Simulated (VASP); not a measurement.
# NaI: single point with PBE

NaI:

```
CELL_PARAMETERS angstrom
-0.01618 3.23640 3.23640
3.22022 0.00000 3.22022
3.23640 3.23640 -0.01618
ATOMIC_POSITIONS crystal
Na 0.00000 0.00000 0.00000
I 0.50000 0.50000 0.50000
```

This cell differs from its parent crystal: strain -0.0100 x Voigt [0, 0, 0, 0, 1, 0].

```
Program                : VASP 6.6.1
Task                   : single point
Functional             : PBE
Potentials or basis    : VASP PAW PBE potentials, release 64 (Na_pv, I)
Cutoff                 : 520 eV
k mesh                 : 6 × 6 × 6
Occupations            : gaussian, width 0.05 eV
Spin                   : no spin polarisation
Dipole correction      : no
Further INCAR settings : ALGO = Normal; EDIFF = 1e-07; NBANDS = 14
```

- Pressure: 0.4 GPa
- Band gap on the k mesh: 3.62 eV

Stress tensor (GPa, compression positive):
```
0.43 0.00 0.07
0.00 0.43 0.00
0.07 0.00 0.43
```

Levels at points of the mesh, in eV from the valence-band top:
```tsv
k point	band 5	band 6	band 7	band 8	band 9	band 10
(0.00, 0.00, 0.00)	-0.04	-0.02	0.00	3.62	7.85	7.91
(0.50, 0.00, 0.00)	-2.21	-0.30	-0.28	5.08	7.42	7.47
(0.00, 0.50, 0.00)	-2.20	-0.32	-0.31	5.06	7.37	7.42
(0.50, 0.50, 0.00)	-1.92	-0.77	-0.77	4.47	5.53	9.85
(0.50, 0.00, 0.50)	-1.92	-0.80	-0.73	4.47	5.53	9.85
```

It took 31 s on 1 thread of Intel(R) Xeon(R) Platinum 8488C (Sapphire Rapids), on a shared host, peak memory 0.22 GiB.

Caveat: the cell differs from its parent crystal (strain -0.0100 x Voigt [0, 0, 0, 0, 1, 0]); spin-orbit coupling is left out, which moves the levels of the heavy elements.
